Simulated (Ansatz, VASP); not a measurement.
## H in VASP and in Ansatz

The input INCAR:

```
PREC = Accurate
ENCUT = 520
EDIFF = 1E-6
ISMEAR = 0
SIGMA = 0.05
LREAL = False
LASPH = True
NELM = 80
ALGO = Normal
ISIF = 2
LWAVE = False
LCHARG = False
GGA = CA
NBANDS = 10
```

KPOINTS

```
regular mesh
0
Gamma
  10 10 4
```

File POSCAR:

```
H
1.0
    1.7403009995     -2.8837536431      0.0000000000
    1.7403009995      2.8837536431      0.0000000000
    0.0000000000      0.0000000000      5.6654526314
H
4
Direct
    0.5678085000      0.4321915000      0.9995149500
    0.4321915000      0.5678085000      0.0004850500
    0.4321915000      0.5678085000      0.4995149500
    0.5678085000      0.4321915000      0.5004850500
```

Input for Ansatz:

```yaml
crystal:
  lattice:
    - [1.7403009995, -2.8837536431, 0.0]
    - [1.7403009995, 2.8837536431, 0.0]
    - [0.0, 0.0, 5.6654526314]
  atoms:
    - { symbol: H, position: [0.5678085, 0.4321915, 0.99951495] }
    - { symbol: H, position: [0.4321915, 0.5678085, 0.00048505] }
    - { symbol: H, position: [0.4321915, 0.5678085, 0.49951495] }
    - { symbol: H, position: [0.5678085, 0.4321915, 0.50048505] }
basis:
  ecutwfc: 420
kpoints:
  mp_grid: { grid: [10, 10, 4] }
hamiltonian:
  xc: lda
scf:
  occupations: { method: gaussian, width: 0.05 }
output:
  forces: true
  stress: true
  eigenvalues: true
```

Alike in both runs: task single point; functional LDA; k mesh 10 × 10 × 4; occupations gaussian, width 0.05 eV; no spin polarisation.

|  | VASP | Ansatz |
| --- | --- | --- |
| version | VASP 6.6.1 | Ansatz 0.2.0 |
| potentials or method | VASP PAW LDA potentials, release 64 (H), cutoff 520 eV | scalar-relativistic, plane waves, PAW |
| valence electrons in the cell | 4 | 4 |

```tsv
	VASP	Ansatz	Ansatz less VASP
gap on the k mesh at the Fermi level (eV)	6.97	6.98	+0.005
least direct gap on the mesh (eV)	6.98	6.98	+0.005
pressure (GPa)	-1.1	-1.0	+0.13
traceless stress, the component that is largest in VASP (GPa)	-1.57	-1.61	-0.039
rms of the force components (eV/Å)	0.238	0.249	+0.0107
```

LDA's correlation is that of Perdew and Zunger in VASP and of Perdew and Wang (1992) in Ansatz. Atom by atom the forces differ by 0.011 eV/Å (rms over components).
